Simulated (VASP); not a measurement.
# HgRu (F-43m) in VASP: notebook

The runs below take HgRu through single point, with PBE.

Everything below comes from runs of VASP 6.6.1. Logs are shortened: lines on timing, memory, paths and dates and some standing lists are left out, and cuts for length are marked.

## 1. The cell of the first run

Symmetry: F-43m, No. 216, cubic system. The conventional cell has a = 6.016 Å, b = 6.016 Å, c = 6.016 Å, α = 90.00°, β = 90.00°, γ = 90.00°. Within 3.4 Å of Hg (site symmetry -43m) lie 4 Ru at 2.61 Å. Ru (site symmetry -43m) has 4 Hg at 2.61 Å within 3.4 Å.

## 2. Single point, PBE

File INCAR:

```
  PREC = Accurate
  ENCUT = 520
  EDIFF = 1E-7
  ISMEAR = 0
  SIGMA = 0.1
  LREAL = False
  LASPH = True
  NELM = 100
  ALGO = Normal
  ISIF = 2
  LWAVE = False
  LCHARG = True
  GGA = PE
  LELF = True
  LVHAR = True
  NBANDS = 20
```

File KPOINTS:

```
Automatic mesh
0
Gamma
  16 16 16
```

File POSCAR:

```
HgRu
1.0
    0.0000000000      3.0081203988      3.0081203988
    3.0081203988      0.0000000000      3.0081203988
    3.0081203988      3.0081203988      0.0000000000
Hg Ru
1 1
Direct
    0.0000000000      0.0000000000      0.0000000000
    0.7500000000      0.7500000000      0.7500000000
```

Potentials or basis: VASP PAW PBE potentials, release 64 (Hg, Ru_pv).

On the command line:

```
> cat potpaw_PBE.64/Hg/POTCAR potpaw_PBE.64/Ru_pv/POTCAR > POTCAR
> mpirun -np 1 vasp_std > vasp.out
```

OUTCAR:

```text
PREC = Accurate
   ENCUT = 520
   EDIFF = 1E-7
   ISMEAR = 0
   LREAL = False
   LASPH = True
   NELM = 100
   ISIF = 2
   GGA = PE

 ion  position               nearest neighbor table
   1  0.000  0.000  0.000-   2 2.61   2 2.61   2 2.61   2 2.61
   2  0.750  0.750  0.750-   1 2.61   1 2.61   1 2.61   1 2.61

  LATTYP: Found a face centered cubic cell.
 ALAT       =     6.0162407976

  Lattice vectors:

 A1 = (   0.0000000000,   3.0081203988,   3.0081203988)
 A2 = (   3.0081203988,   0.0000000000,   3.0081203988)
 A3 = (   3.0081203988,   3.0081203988,   0.0000000000)

Analysis of symmetry for initial positions (statically):
=====================================================================
 Subroutine PRICEL returns:
 Original cell was already a primitive cell.

 Routine SETGRP: Setting up the symmetry group for a
 face centered cubic supercell.

 Subroutine GETGRP returns: Found 24 space group operations
 (whereof 24 operations were pure point group operations)
 out of a pool of 48 trial point group operations.

The static configuration has the point symmetry T_d .

Analysis of symmetry for dynamics (positions and initial velocities):
=====================================================================
 Subroutine PRICEL returns:
 Original cell was already a primitive cell.

 Routine SETGRP: Setting up the symmetry group for a
 face centered cubic supercell.

 Subroutine GETGRP returns: Found 24 space group operations
 (whereof 24 operations were pure point group operations)
 out of a pool of 48 trial point group operations.

The dynamic configuration has the point symmetry T_d .

 Subroutine INISYM returns: Found 24 space group operations
 (whereof 24 operations are pure point group operations),
 and found     1 'primitive' translations

----------------------------------------------------------------------------------------

                                     Primitive cell

  volume of cell :      54.4397

  direct lattice vectors                    reciprocal lattice vectors
     0.000000000  3.008120399  3.008120399    -0.166216751  0.166216751  0.166216751
     3.008120399  0.000000000  3.008120399     0.166216751 -0.166216751  0.166216751
     3.008120399  3.008120399  0.000000000     0.166216751  0.166216751 -0.166216751

  length of vectors
     4.254124665  4.254124665  4.254124665     0.287895858  0.287895858  0.287895858

  position of ions in fractional coordinates (direct lattice)
     0.000000000  0.000000000  0.000000000
     0.750000000  0.750000000  0.750000000

  ion indices of the primitive-cell ions
   primitive index   ion index
                 1           1
                 2           2

----------------------------------------------------------------------------------------

 KPOINTS: Automatic mesh

Automatic generation of k-mesh.
 Grid dimensions read from file:
 generate k-points for:   16   16   16

 Generating k-lattice:

  Cartesian coordinates                     Fractional coordinates (reciprocal lattice)
    -0.010388547  0.010388547  0.010388547     0.062500000  0.000000000  0.000000000
     0.010388547 -0.010388547  0.010388547     0.000000000  0.062500000  0.000000000
     0.010388547  0.010388547 -0.010388547     0.000000000  0.000000000  0.062500000

  Length of vectors
     0.017993491  0.017993491  0.017993491

  Shift w.r.t. Gamma in fractional coordinates (k-lattice)
     0.000000000  0.000000000  0.000000000

 Subroutine IBZKPT returns following result:
 ===========================================

 Found    145 irreducible k-points:

 Following reciprocal coordinates:
            Coordinates               Weight
  0.000000  0.000000  0.000000      1.000000
  0.062500  0.000000  0.000000      8.000000
  0.125000  0.000000  0.000000      8.000000
  0.187500  0.000000  0.000000      8.000000
  0.250000  0.000000  0.000000      8.000000
  0.312500  0.000000  0.000000      8.000000
[... 16 lines left out ...]
 -0.125000  0.062500  0.000000     24.000000
 -0.062500  0.062500  0.000000     12.000000
 [... further k-points ...]
   k-points           NKPTS =    145   k-points in BZ     NKDIM =    145   number of bands    NBANDS=     20
   number of dos      NEDOS =    301   number of ions     NIONS =      2
   total plane-waves  NPLWV =  32768
   dimension x,y,z NGX =    32 NGY =   32 NGZ =   32
   dimension x,y,z NGXF=    64 NGYF=   64 NGZF=   64
   ions per type =               1   1
   NGX,Y,Z   is equivalent  to a cutoff of  12.51, 12.51, 12.51 a.u.
   NGXF,Y,Z  is equivalent  to a cutoff of  25.01, 25.01, 25.01 a.u.
 SYSTEM =  unknown system
   PREC   = accura    normal or accurate (medium, high low for compatibility)
   ISTART =      0    job   : 0-new  1-cont  2-samecut
   ICHARG =      2    charge: 1-file 2-atom 10-const
   ISPIN  =      1    spin polarized calculation?
   LNONCOLLINEAR =      F non collinear calculations
   LSORBIT =      F    spin-orbit coupling
   LASPH  =      T    aspherical Exc in radial PAW
   ENCUT  =  520.0 eV  38.22 Ry    6.18 a.u.   7.91  7.91  7.91*2*pi/ulx,y,z
   NELM   =    100;   NELMIN=  2; NELMDL= -5     # of ELM steps
   EDIFF  = 0.1E-06   stopping-criterion for ELM
   LREAL  =      F    real-space projection
   EDIFFG = 0.1E-05   stopping-criterion for IOM
   NSW    =      0    number of steps for IOM
   IBRION =     -1    ionic relax: 0-MD 1-quasi-New 2-CG
   NFREE  =      0    steps in history (QN), initial steepest desc. (CG)
   ISIF   =      2    stress and relaxation
   ISYM   =      2    0-nonsym 1-usesym 2-fastsym
   POTIM  = 0.5000    time-step for ionic-motion
   TEBEG  =    0.0;   TEEND  =   0.0 temperature during run
   PSTRESS=    0.0 pullay stress
   NELECT =      26.0000    total number of electrons
   NUPDOWN=      -1.0000    fix difference up-down
   EMIN   =  10.00;   EMAX   =-10.00  energy-range for DOS
   EFERMI =   0.00;   METHOD = LEGACY
   ISMEAR =     0;   SIGMA  =   0.10  broadening in eV -4-tet -1-fermi 0-gaus
   EFERMI_NEDOS =   21; number of points for ismear=-14 and -15
   IALGO  =     38    algorithm
   IMIX   =      4    mixing-type and parameters
     AMIX     =   0.40;   BMIX     =  1.00
     AMIX_MAG =   1.60;   BMIX_MAG =  1.00
  volume/ion in A,a.u.               =      27.22       183.69
  Fermi-wavevector in a.u.,A,eV,Ry     =   1.279658  2.418204 22.279890  1.637526
  Thomas-Fermi vector in A             =   2.412131
   LORBIT       =      0    0 simple, 1 ext, 2 COOP (PROOUT), +10 PAW based schemes
   GGA     = PE    functional components
   LHFCALC =     F    Hartree Fock is set to
   AEXX    =    0.0000 exact exchange contribution
   IVDW    =     0    specifies the selected vdW correction
   LEPSILON=     F    determine dielectric tensor
   LRPA    =     F    only Hartree local field effects (RPA)
 non-spin polarized calculation
 Gauss-broadening in eV      SIGMA  =   0.10
  energy-cutoff  :      520.00
  volume of cell :       54.44
 maximum number of plane-waves:      1480
   NGX = 15   NGY = 15   NGZ = 15

 number of electron      26.0000006 magnetization

 Free energy of the ion-electron system (eV)
  ---------------------------------------------------
  ext. energy  EPLUGINS =         0.00000000
  ---------------------------------------------------
  free energy    TOTEN  =        -5.41069463 eV

  energy without entropy =       -5.35629375  energy(sigma->0) =       -5.38349419

 E-fermi :   2.4705     XC(G=0):  -9.8033

 val. band max:        2.4696382511   @ k =   0.5000   0.0625   0.0000
 cond. band min:       2.4715012082   @ k =   0.3750   0.1250   0.0000
 fundamental gap:      0.0018629571
 Fermi energy:         2.4705018859

 k-point     1 :       0.0000    0.0000    0.0000
  band No.  band energies     occupation
      1     -39.1859      2.00000
      2     -39.1859      2.00000
      3     -39.1859      2.00000
      4      -4.3735      2.00000
      5      -4.3735      2.00000
      6      -4.3735      2.00000
[... 12 lines left out ...]
     19      12.9128      0.00000
     20      12.9128      0.00000

 k-point     2 :       0.0625    0.0000    0.0000
  band No.  band energies     occupation
      1     -39.1860      2.00000
      2     -39.1858      2.00000
      3     -39.1858      2.00000
      4      -4.3822      2.00000
      5      -4.3822      2.00000
      6      -4.3780      2.00000
[... 12 lines left out ...]
     19      13.2177      0.00000
     20      13.2191      0.00000

 k-point     3 :       0.1250    0.0000    0.0000
  band No.  band energies     occupation
      1     -39.1864      2.00000
      2     -39.1858      2.00000
      3     -39.1858      2.00000
      4      -4.3976      2.00000
      5      -4.3976      2.00000
      6      -4.3917      2.00000
[... 12 lines left out ...]
     19      13.3066      0.00000
     20      13.6816      0.00000

 k-point     4 :       0.1875    0.0000    0.0000
  band No.  band energies     occupation
      1     -39.1870      2.00000
      2     -39.1858      2.00000
      3     -39.1858      2.00000
      4      -4.4132      2.00000
      5      -4.4085      2.00000
      6      -4.4085      2.00000
[... 12 lines left out ...]
     19      13.2966      0.00000
     20      13.9446      0.00000

 k-point     5 :       0.2500    0.0000    0.0000
  band No.  band energies     occupation
      1     -39.1878      2.00000
      2     -39.1858      2.00000
      3     -39.1858      2.00000
      4      -4.4391      2.00000
      5      -4.4107      2.00000
      6      -4.4107      2.00000
[... 12 lines left out ...]
     19      13.2213      0.00000
     20      13.9429      0.00000
[... 353 lines left out ...]
      6      -4.3885      2.00000
[... 12 lines left out ...]
     19      12.9611      0.00000
     20      13.7228      0.00000

 k-point    22 :      -0.1875    0.0625    0.0000
  band No.  band energies     occupation
      1     -39.1873      2.00000
      2     -39.1859      2.00000
      3     -39.1858      2.00000
      4      -4.4335      2.00000
      5      -4.4252      2.00000
      6      -4.3861      2.00000
[... 12 lines left out ...]
     19      12.9926      0.00000
     20      13.6677      0.00000

 k-point    23 :      -0.1250    0.0625    0.0000
  band No.  band energies     occupation
      1     -39.1867      2.00000
      2     -39.1859      2.00000
      3     -39.1858      2.00000
      4      -4.4229      2.00000
      5      -4.4083      2.00000
      6      -4.3766      2.00000
[... 12 lines left out ...]
     19      13.0513      0.00000
     20      13.3983      0.00000

 k-point    24 :      -0.0625    0.0625    0.0000
  band No.  band energies     occupation
      1     -39.1862      2.00000
      2     -39.1859      2.00000
      3     -39.1858      2.00000
      4      -4.4036      2.00000
      5      -4.3936      2.00000
      6      -4.3709      2.00000
[... 12 lines left out ...]
     19      13.0748      0.00000
     20      13.1107      0.00000

 [... further k-points ...]
[... 5 lines left out ...]
  --------------------------------------------------------------------------------------
  -------------------------------------------------------------------------------------
  Total        0.2065570      0.2065570      0.2065570     -0.0000000      0.0000000     -0.0000000
  in kB        6.0790370      6.0790370      6.0790370     -0.0000000      0.0000000     -0.0000000
  external PRESSURE =       6.0790370 kB  Pullay stress =       0.0000000 kB

 VOLUME and BASIS-vectors are now :
 -----------------------------------------------------------------------------
  energy-cutoff  :      520.00
  volume of cell :       54.44
      direct lattice vectors                 reciprocal lattice vectors
     0.000000000  3.008120399  3.008120399    -0.166216751  0.166216751  0.166216751
     3.008120399  0.000000000  3.008120399     0.166216751 -0.166216751  0.166216751
     3.008120399  3.008120399  0.000000000     0.166216751  0.166216751 -0.166216751

 POSITION                                       TOTAL-FORCE (eV/Angst)
 -----------------------------------------------------------------------------------
      0.00000      0.00000      0.00000        -0.000000     -0.000000     -0.000000
      4.51218      4.51218      4.51218         0.000000      0.000000      0.000000
 -----------------------------------------------------------------------------------
    total drift:                                0.000000      0.000000      0.000000

  FREE ENERGIE OF THE ION-ELECTRON SYSTEM (eV)
  ---------------------------------------------------
  free  energy   TOTEN  =        -5.4106946343 eV

  energy  without entropy=       -5.3562937527  energy(sigma->0) =       -5.38349419
```

Run time: 41 s. Hardware: 1 thread of Intel Xeon 6975P-C (Granite Rapids), shared host; peak memory 0.29 GiB.

What came out:

- Free energy: -5.4107 eV
- Pressure: 0.6 GPa
- Band gap on the k mesh: zero (band 13 reaches 2.67 eV, above the bottom of band 14 at 2.40 eV)

Levels at points of the mesh, in eV from the Fermi level:
| k point | band 11 | band 12 | band 13 | band 14 | band 15 | band 16 |
| --- | --- | --- | --- | --- | --- | --- |
| (0.00, 0.00, 0.00) | -1.16 | -1.16 | -0.02 | -0.02 | 8.01 | 9.55 |
| (0.50, 0.00, 0.00) | -0.92 | -0.92 | -0.04 | -0.04 | 0.76 | 6.64 |
| (0.50, 0.50, 0.00) | -0.40 | -0.04 | -0.04 | 0.38 | 1.59 | 3.34 |

Caveat: spin-orbit coupling is left out, which moves the levels of the heavy elements.

## 3. Single point, PBE

File INCAR:

```
SYSTEM = HgRu
PREC = Accurate ; ENCUT = 520
EDIFF = 1E-7 ; ISMEAR = 0
SIGMA = 0.1 ; LREAL = .False.
LASPH = .True. ; NELM = 100
ALGO = Normal ; ISIF = 2
LWAVE = .False. ; LCHARG = .False.
GGA = PE ; NBANDS = 20
```

File KPOINTS:

```
Automatic mesh
0
Gamma
  6 6 6
  0 0 0
```

File POSCAR:

```
HgRu
1.0
    0.0000000000      3.0098479300      3.0098479300
    3.0098479300      0.0000000000      3.0098479300
    3.0098479300      3.0098479300      0.0000000000
Hg Ru
1 1
Direct
    0.0000000000      0.0000000000      0.0000000000
    0.7500000000      0.7500000000      0.7500000000
```

Potentials or basis: VASP PAW PBE potentials, release 64 (Hg, Ru_pv).

On the command line:

```
> cat potpaw_PBE.64/Hg/POTCAR potpaw_PBE.64/Ru_pv/POTCAR > POTCAR
> mpirun -np 1 vasp_std > vasp.out
```

OUTCAR:

```text
SYSTEM = HgRu
   PREC = Accurate
   ENCUT = 520
   EDIFF = 1E-7
   ISMEAR = 0
   LREAL = .False.
   LASPH = .True.
   NELM = 100
   ISIF = 2
   GGA = PE

 ion  position               nearest neighbor table
   1  0.000  0.000  0.000-   2 2.61   2 2.61   2 2.61   2 2.61
   2  0.750  0.750  0.750-   1 2.61   1 2.61   1 2.61   1 2.61

  LATTYP: Found a face centered cubic cell.
 ALAT       =     6.0196958600

  Lattice vectors:

 A1 = (   0.0000000000,   3.0098479300,   3.0098479300)
[... 542 lines left out ...]

------------------------ aborting loop because EDIFF is reached ----------------------------------------

  FORCE on cell =-STRESS in cart. coord.  units (eV):
  Direction    XX          YY          ZZ          XY          YZ          ZX
  --------------------------------------------------------------------------------------
  -------------------------------------------------------------------------------------
  Total        0.1696335      0.1696335      0.1696335     -0.0000000     -0.0000000     -0.0000000
  in kB        4.9837760      4.9837760      4.9837760     -0.0000000     -0.0000000     -0.0000000
  external PRESSURE =       4.9837760 kB  Pullay stress =       0.0000000 kB

 VOLUME and BASIS-vectors are now :
 -----------------------------------------------------------------------------
  energy-cutoff  :      520.00
  volume of cell :       54.53
      direct lattice vectors                 reciprocal lattice vectors
     0.000000000  3.009847930  3.009847930    -0.166121350  0.166121350  0.166121350
     3.009847930  0.000000000  3.009847930     0.166121350 -0.166121350  0.166121350
     3.009847930  3.009847930  0.000000000     0.166121350  0.166121350 -0.166121350

 POSITION                                       TOTAL-FORCE (eV/Angst)
 -----------------------------------------------------------------------------------
      0.00000      0.00000      0.00000        -0.000000     -0.000000     -0.000000
      4.51477      4.51477      4.51477         0.000000      0.000000      0.000000
 -----------------------------------------------------------------------------------
    total drift:                                0.000000      0.000000      0.000000

  FREE ENERGIE OF THE ION-ELECTRON SYSTEM (eV)
  ---------------------------------------------------
  free  energy   TOTEN  =        -5.4099749942 eV

  energy  without entropy=       -5.3560420630  energy(sigma->0) =       -5.38300853
```

stdout:

```text
POSCAR found type information on POSCAR HgRu
 POSCAR found :  2 types and       2 ions
 scaLAPACK will be used
 LDA part: xc-table for (Slater+PW92), standard interpolation
 POSCAR, INCAR and KPOINTS ok, starting setup
 FFT: planning ... GRIDC
 FFT: planning ... GRID_SOFT
 FFT: planning ... GRID
 WAVECAR not read
 entering main loop
```

Run time: 7.5 s. Hardware: 1 thread of Intel Xeon 6975P-C (Granite Rapids), shared host; peak memory 0.18 GiB.

Results:

```yaml
Free_energy: -5.4100 eV
Pressure: 0.5 GPa
Band_gap_on_the_k_mesh: zero (band 13 reaches 2.59 eV, above the bottom of band 14 at 2.39 eV)
```

Levels at points of the mesh, in eV from the Fermi level:
```tsv
k point	band 11	band 12	band 13	band 14	band 15	band 16
(0.00, 0.00, 0.00)	-1.16	-1.16	-0.02	-0.02	8.01	9.54
(0.50, 0.00, 0.00)	-0.91	-0.91	-0.04	-0.04	0.76	6.63
(0.50, 0.50, 0.00)	-0.40	-0.04	-0.04	0.38	1.59	3.34
```

Caveat: spin-orbit coupling is left out, which moves the levels of the heavy elements.
